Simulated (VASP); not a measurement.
The system is AlNi.

```
Al Ni
1.0
     2.86259    0.00000    0.00000
     0.00000    2.86259    0.00000
     0.00000    0.00000    2.86259
Al Ni
1 1
Cartesian
  0.0000 0.0000 0.0000
  1.4313 1.4313 1.4313
```

Base run:

```yaml
Program: VASP 6.6.1
Functional: PBEsol
Potentials_or_basis: VASP PAW PBE potentials, release 64 (Al, Ni)
Cutoff: 520 eV
k_mesh: 12 × 12 × 12
Occupations: fermi-dirac, width 0.1 eV
Spin: no spin polarisation
```

Its results: pressure 0.1 GPa.

Question: The run is repeated on the same cell with these changes: dispersion from none to D4. What comes out?

Answer: Pressure -3.0 GPa.

Dispersion adds attraction, which lowers the pressure at fixed volume and, as a term added to the energy, leaves the levels alone.

Caveats: the PAW data sets were made with another functional, which shifts forces and pressure a little; pairwise dispersion overbinds metals, which lowers pressure and volume (some runs).
